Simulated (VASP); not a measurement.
# MgO (pbe) (Fm-3m) in VASP: single point with PBE

Aim: the single point of MgO (pbe) with PBE.

Program: VASP 6.6.1. These are calculated values, not measurements. Logs are shortened: lines on timing, memory, paths and dates and some standing lists are left out, and cuts for length are marked.

**What was measured.**

“Electronic structure of alkaline earth and post-transition metal oxides”, 2009, arxiv:0908.1581 quotes, for a bulk crystal of MgO: band gap 7.83 eV.

How close the calculation comes is told below.

**1. The cell of the first run**

Symmetry: Fm-3m, No. 225, cubic system. The conventional cell has a = 4.254 Å, b = 4.254 Å, c = 4.254 Å, α = 90.00°, β = 90.00°, γ = 90.00°. Within 2.8 Å of Mg (site symmetry m-3m) lie 6 O at 2.13 Å. O (site symmetry m-3m) has 6 Mg at 2.13 Å within 2.8 Å.

**2. Single point, PBE**

The input, INCAR:

```
SYSTEM = MgO
PREC     = Accurate       ! precision mode
ENCUT    = 600            ! plane-wave cutoff, eV
EDIFF    = 1E-6           ! SCF threshold, eV
ISMEAR   = 0              ! smearing method
SIGMA    = 0.02           ! smearing width, eV
LREAL    = .FALSE.        ! projectors in reciprocal space
LASPH    = .TRUE.         ! aspherical terms in the spheres
NELM     = 120            ! most SCF steps
ALGO     = Normal         ! electronic algorithm
ISIF     = 2              ! what is computed and relaxed
LWAVE    = .FALSE.        ! write WAVECAR
LCHARG   = .FALSE.        ! write CHGCAR
GGA      = PE             ! functional
NBANDS   = 11             ! bands
GGA_COMPAT= .FALSE.
```

The input, KPOINTS:

```
regular mesh
0
G
  10 10 10
  0 0 0
```

The input, POSCAR:

```
MgO
1.0
    0.0000000000      2.1269084171      2.1269084171
    2.1269084171      0.0000000000      2.1269084171
    2.1269084171      2.1269084171      0.0000000000
Mg O
1 1
Direct
    0.0000000000      0.0000000000      0.0000000000
    0.5000000000      0.5000000000      0.5000000000
```

Potentials or basis: VASP PAW PBE potentials, release 64 (Mg, O).

The run is started by

```sh
$ cat potpaw_PBE.64/Mg/POTCAR potpaw_PBE.64/O/POTCAR > POTCAR
$ mpirun -np 1 vasp_std > vasp.out
```

OUTCAR:

```text
SYSTEM = MgO
   PREC = Accurate
   ENCUT = 600
   EDIFF = 1E-6
   ISMEAR = 0
   LREAL = .FALSE.
   LASPH = .TRUE.
   NELM = 120
   ISIF = 2
   GGA = PE

 ion  position               nearest neighbor table
   1  0.000  0.000  0.000-   2 2.13   2 2.13   2 2.13   2 2.13   2 2.13   2 2.13
   2  0.500  0.500  0.500-   1 2.13   1 2.13   1 2.13   1 2.13   1 2.13   1 2.13

  LATTYP: Found a face centered cubic cell.
 ALAT       =     4.2538168342

  Lattice vectors:

 A1 = (   0.0000000000,   2.1269084171,   2.1269084171)
 A2 = (   2.1269084171,   0.0000000000,   2.1269084171)
 A3 = (   2.1269084171,   2.1269084171,   0.0000000000)

Analysis of symmetry for initial positions (statically):
=====================================================================
 Subroutine PRICEL returns:
 Original cell was already a primitive cell.

 Routine SETGRP: Setting up the symmetry group for a
 face centered cubic supercell.

 Subroutine GETGRP returns: Found 48 space group operations
 (whereof 48 operations were pure point group operations)
 out of a pool of 48 trial point group operations.

The static configuration has the point symmetry O_h .

Analysis of symmetry for dynamics (positions and initial velocities):
=====================================================================
 Subroutine PRICEL returns:
 Original cell was already a primitive cell.

 Routine SETGRP: Setting up the symmetry group for a
 face centered cubic supercell.

 Subroutine GETGRP returns: Found 48 space group operations
 (whereof 48 operations were pure point group operations)
 out of a pool of 48 trial point group operations.

The dynamic configuration has the point symmetry O_h .

 Subroutine INISYM returns: Found 48 space group operations
 (whereof 48 operations are pure point group operations),
 and found     1 'primitive' translations

----------------------------------------------------------------------------------------

                                     Primitive cell

  volume of cell :      19.2432

  direct lattice vectors                    reciprocal lattice vectors
     0.000000000  2.126908417  2.126908417    -0.235082995  0.235082995  0.235082995
     2.126908417  0.000000000  2.126908417     0.235082995 -0.235082995  0.235082995
     2.126908417  2.126908417  0.000000000     0.235082995  0.235082995 -0.235082995

  length of vectors
     3.007902729  3.007902729  3.007902729     0.407175691  0.407175691  0.407175691

  position of ions in fractional coordinates (direct lattice)
     0.000000000  0.000000000  0.000000000
     0.500000000  0.500000000  0.500000000

  ion indices of the primitive-cell ions
   primitive index   ion index
                 1           1
                 2           2

----------------------------------------------------------------------------------------

 KPOINTS: regular mesh

Automatic generation of k-mesh.
 Grid dimensions read from file:
 generate k-points for:   10   10   10

 Generating k-lattice:

  Cartesian coordinates                     Fractional coordinates (reciprocal lattice)
    -0.023508299  0.023508299  0.023508299     0.100000000  0.000000000  0.000000000
     0.023508299 -0.023508299  0.023508299     0.000000000  0.100000000  0.000000000
     0.023508299  0.023508299 -0.023508299     0.000000000  0.000000000  0.100000000

  Length of vectors
     0.040717569  0.040717569  0.040717569

  Shift w.r.t. Gamma in fractional coordinates (k-lattice)
     0.000000000  0.000000000  0.000000000

 Subroutine IBZKPT returns following result:
 ===========================================

 Found     47 irreducible k-points:

 Following reciprocal coordinates:
            Coordinates               Weight
  0.000000  0.000000  0.000000      1.000000
  0.100000  0.000000  0.000000      8.000000
  0.200000  0.000000  0.000000      8.000000
  0.300000  0.000000  0.000000      8.000000
  0.400000  0.000000  0.000000      8.000000
  0.500000  0.000000  0.000000      4.000000
[... 16 lines left out ...]
  0.300000  0.300000  0.000000      6.000000
  0.400000  0.300000  0.000000     24.000000
 [... further k-points ...]
   k-points           NKPTS =     47   k-points in BZ     NKDIM =     47   number of bands    NBANDS=     11
   number of dos      NEDOS =    301   number of ions     NIONS =      2
   total plane-waves  NPLWV =  13824
   dimension x,y,z NGX =    24 NGY =   24 NGZ =   24
   dimension x,y,z NGXF=    48 NGYF=   48 NGZF=   48
   ions per type =               1   1
   NGX,Y,Z   is equivalent  to a cutoff of  13.26, 13.26, 13.26 a.u.
   NGXF,Y,Z  is equivalent  to a cutoff of  26.53, 26.53, 26.53 a.u.
 SYSTEM =  MgO
   PREC   = accura    normal or accurate (medium, high low for compatibility)
   ISTART =      0    job   : 0-new  1-cont  2-samecut
   ICHARG =      2    charge: 1-file 2-atom 10-const
   ISPIN  =      1    spin polarized calculation?
   LNONCOLLINEAR =      F non collinear calculations
   LSORBIT =      F    spin-orbit coupling
   LASPH  =      T    aspherical Exc in radial PAW
   ENCUT  =  600.0 eV  44.10 Ry    6.64 a.u.   6.01  6.01  6.01*2*pi/ulx,y,z
   NELM   =    120;   NELMIN=  2; NELMDL= -5     # of ELM steps
   EDIFF  = 0.1E-05   stopping-criterion for ELM
   LREAL  =      F    real-space projection
   EDIFFG = 0.1E-04   stopping-criterion for IOM
   NSW    =      0    number of steps for IOM
   IBRION =     -1    ionic relax: 0-MD 1-quasi-New 2-CG
   NFREE  =      0    steps in history (QN), initial steepest desc. (CG)
   ISIF   =      2    stress and relaxation
   ISYM   =      2    0-nonsym 1-usesym 2-fastsym
   POTIM  = 0.5000    time-step for ionic-motion
   TEBEG  =    0.0;   TEEND  =   0.0 temperature during run
   PSTRESS=    0.0 pullay stress
   NELECT =       8.0000    total number of electrons
   NUPDOWN=      -1.0000    fix difference up-down
   EMIN   =  10.00;   EMAX   =-10.00  energy-range for DOS
   EFERMI =   0.00;   METHOD = LEGACY
   ISMEAR =     0;   SIGMA  =   0.02  broadening in eV -4-tet -1-fermi 0-gaus
   EFERMI_NEDOS =   21; number of points for ismear=-14 and -15
   IALGO  =     38    algorithm
   IMIX   =      4    mixing-type and parameters
     AMIX     =   0.40;   BMIX     =  1.00
     AMIX_MAG =   1.60;   BMIX_MAG =  1.00
  volume/ion in A,a.u.               =       9.62        64.93
  Fermi-wavevector in a.u.,A,eV,Ry     =   1.221835  2.308934 20.311889  1.492882
  Thomas-Fermi vector in A             =   2.357004
   LORBIT       =      0    0 simple, 1 ext, 2 COOP (PROOUT), +10 PAW based schemes
   GGA     = PE    functional components
   LHFCALC =     F    Hartree Fock is set to
   AEXX    =    0.0000 exact exchange contribution
   IVDW    =     0    specifies the selected vdW correction
   LEPSILON=     F    determine dielectric tensor
   LRPA    =     F    only Hartree local field effects (RPA)
 non-spin polarized calculation
 Gauss-broadening in eV      SIGMA  =   0.02
  energy-cutoff  :      600.00
  volume of cell :       19.24
 maximum number of plane-waves:       656
   NGX = 13   NGY = 13   NGZ = 13

 number of electron       8.0000004 magnetization

 Free energy of the ion-electron system (eV)
  ---------------------------------------------------
  ext. energy  EPLUGINS =         0.00000000
  ---------------------------------------------------
  free energy    TOTEN  =       -11.91482516 eV

  energy without entropy =      -11.91482516  energy(sigma->0) =      -11.91482516

 E-fermi :   3.1827     XC(G=0): -10.9393

 val. band max:        2.9665623285   @ k =   0.0000   0.0000   0.0000
 cond. band min:       7.4111569917   @ k =   0.0000   0.0000   0.0000
 fundamental gap:      4.4445946632
 Fermi energy:         3.1827129969

 k-point     1 :       0.0000    0.0000    0.0000
  band No.  band energies     occupation
      1     -14.1471      2.00000
      2       2.9666      2.00000
      3       2.9666      2.00000
      4       2.9666      2.00000
      5       7.4112      0.00000
      6      18.6002      0.00000
      7      18.6002      0.00000
      8      18.6002      0.00000
      9      22.4377      0.00000
     10      24.1801      0.00000
     11      24.1801      0.00000

 k-point     2 :       0.1000    0.0000    0.0000
  band No.  band energies     occupation
      1     -14.0469      2.00000
      2       2.3204      2.00000
      3       2.9026      2.00000
      4       2.9026      2.00000
      5       8.0433      0.00000
      6      17.3583      0.00000
      7      18.8289      0.00000
      8      18.8289      0.00000
      9      23.4080      0.00000
     10      23.4080      0.00000
     11      24.0374      0.00000

 k-point     3 :       0.2000    0.0000    0.0000
  band No.  band energies     occupation
      1     -13.7717      2.00000
      2       1.0288      2.00000
      3       2.7400      2.00000
      4       2.7400      2.00000
      5       9.2421      0.00000
      6      15.8371      0.00000
      7      19.2745      0.00000
      8      19.2745      0.00000
      9      22.7093      0.00000
     10      22.7093      0.00000
     11      24.7577      0.00000

 k-point     4 :       0.3000    0.0000    0.0000
  band No.  band energies     occupation
      1     -13.4015      2.00000
      2      -0.2503      2.00000
      3       2.5489      2.00000
      4       2.5489      2.00000
      5      10.2061      0.00000
      6      15.0941      0.00000
      7      19.3363      0.00000
      8      19.3364      0.00000
      9      23.1618      0.00000
     10      23.1618      0.00000
     11      24.1380      0.00000
[... 239 lines left out ...]
 k-point    22 :      -0.2000    0.2000    0.0000
  band No.  band energies     occupation
      1     -13.2912      2.00000
      2      -0.0593      2.00000
      3       1.6776      2.00000
      4       2.5476      2.00000
      5      11.1280      0.00000
      6      14.7110      0.00000
      7      17.7443      0.00000
      8      20.4053      0.00000
      9      21.2244      0.00000
     10      23.9827      0.00000
     11      27.2821      0.00000

 k-point    23 :       0.3000    0.3000    0.0000
  band No.  band energies     occupation
      1     -13.2092      2.00000
      2      -0.1066      2.00000
      3       2.0599      2.00000
      4       2.0599      2.00000
      5      11.5109      0.00000
      6      13.3386      0.00000
      7      17.0730      0.00000
      8      20.5451      0.00000
      9      20.5451      0.00000
     10      26.7806      0.00000
     11      29.7429      0.00000

 k-point    24 :       0.4000    0.3000    0.0000
  band No.  band energies     occupation
      1     -12.9762      2.00000
      2      -0.5128      2.00000
      3       1.7062      2.00000
      4       1.9177      2.00000
      5      12.2504      0.00000
      6      13.0512      0.00000
      7      16.2563      0.00000
      8      20.7583      0.00000
      9      20.9596      0.00000
     10      27.4918      0.00000
     11      29.3547      0.00000

 [... further k-points ...]
[... 5 lines left out ...]
  --------------------------------------------------------------------------------------
  -------------------------------------------------------------------------------------
  Total       -0.1240392     -0.1240392     -0.1240392     -0.0000000     -0.0000000      0.0000000
  in kB      -10.3274520    -10.3274520    -10.3274520     -0.0000000     -0.0000000      0.0000000
  external PRESSURE =     -10.3274520 kB  Pullay stress =       0.0000000 kB

 VOLUME and BASIS-vectors are now :
 -----------------------------------------------------------------------------
  energy-cutoff  :      600.00
  volume of cell :       19.24
      direct lattice vectors                 reciprocal lattice vectors
     0.000000000  2.126908417  2.126908417    -0.235082995  0.235082995  0.235082995
     2.126908417  0.000000000  2.126908417     0.235082995 -0.235082995  0.235082995
     2.126908417  2.126908417  0.000000000     0.235082995  0.235082995 -0.235082995

 POSITION                                       TOTAL-FORCE (eV/Angst)
 -----------------------------------------------------------------------------------
      0.00000      0.00000      0.00000        -0.000000      0.000000      0.000000
      2.12691      2.12691      2.12691         0.000000     -0.000000      0.000000
 -----------------------------------------------------------------------------------
    total drift:                               -0.000000     -0.000000      0.000000

  FREE ENERGIE OF THE ION-ELECTRON SYSTEM (eV)
  ---------------------------------------------------
  free  energy   TOTEN  =       -11.9148251573 eV

  energy  without entropy=      -11.9148251573  energy(sigma->0) =      -11.91482516
```

It took 14 s on 1 thread of Intel Xeon 8259CL, shared host; peak memory 0.14 GiB.

Results:

```yaml
Free_energy: -11.9148 eV
Pressure: -1.0 GPa
Band_gap_on_the_k_mesh: 4.44 eV, direct
```

**3. How close it comes**

Step 2. Against the measured gap of MgO, 7.83 eV (quoted in “Electronic structure of alkaline earth and post-transition metal oxides”, 2009, arxiv:0908.1581), the calculated 4.44 eV is off by -3.39 eV. The value is that of PBE, without temperature or zero-point motion. Semilocal functionals fall short of measured gaps as a rule.
